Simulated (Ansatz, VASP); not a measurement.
Two plane-wave programs on MgO

```xyz
2
Lattice="-0.0944 2.2789 2.2789 2.2789 -0.0944 2.2789 2.2789 2.2789 -0.0944" Properties=species:S:1:pos:R:3 pbc="T T T"
Mg   -0.0156   -0.0156   -0.0156
O     1.1315    1.1315    1.1315
```

Change from the starting cell: epitaxial_111 strain +4.0%.

Alike in both runs: task single point; functional r2SCAN; k mesh 10 × 10 × 10; no spin polarisation.

|  | VASP | Ansatz |
| --- | --- | --- |
| version | VASP 6.6.1 | Ansatz 0.2.0 |
| potentials or method | VASP PAW PBE potentials, release 64 (Mg, O) | plane waves, PAW |
| plane-wave cutoff (eV) | 660 | 500 |
| occupations | gaussian, width 0.01 eV | fixed |
| valence electrons in the cell | 8 | 16 |

VASP gave:

```
gap on the k mesh at the Fermi level (eV)                     : 3.76
pressure (GPa)                                                : -7.2
traceless stress, the component that is largest in VASP (GPa) : 3.24
```

Q: Which values does Ansatz return?

A: gap on the k mesh at the Fermi level (eV): 3.78; pressure (GPa): -6.4; traceless stress, the component that is largest in VASP (GPa): 3.19.

VASP's potentials were made for PBE, not for r2SCAN. VASP's potentials hold 8 valence electrons a cell and Ansatz's 16, so a difference there can come from the potentials and not from the codes.
